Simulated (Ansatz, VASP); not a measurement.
GaP in VASP and in Ansatz

```
CELL_PARAMETERS angstrom
1.90335 1.09890 6.29953
-1.90335 1.09890 6.29953
0.00000 -2.19780 6.29953
ATOMIC_POSITIONS crystal
Ga 0.56463 0.56463 0.56463
Ga 0.43537 0.43537 0.43537
P 0.94261 0.94261 0.94261
P 0.05739 0.05739 0.05739
```

Change from the starting cell: volume scaled by 0.94.

Alike in both runs: task single point; functional PBEsol; k mesh 8 × 8 × 8; occupations fermi-dirac, width 0.05 eV; no spin polarisation.

```csv
,VASP,Ansatz
version,VASP 6.6.1,Ansatz 0.2.0
potentials or method,"VASP PAW PBE potentials, release 64 (Ga_d, P), cutoff 520 eV","all-electron LAPW, scalar-relativistic"
```

Ansatz gave:

* gap on the k mesh at the Fermi level (eV): 0.72
* least direct gap on the mesh (eV): 1.13
* pressure (GPa): 1.9
* traceless stress, the component that is largest in VASP (GPa): 0.86
* rms of the force components (eV/Å): 0.124

**Question.** Which values does VASP return?

**Answer.** gap on the k mesh at the Fermi level (eV): 0.73; least direct gap on the mesh (eV): 1.12; pressure (GPa): 1.9; traceless stress, the component that is largest in VASP (GPa): 0.85; rms of the force components (eV/Å): 0.120.

VASP's potentials were made for PBE, not for PBEsol. Atom by atom the forces differ by 0.006 eV/Å (rms over components). Ansatz ran all-electron here, and VASP with PAW potentials.
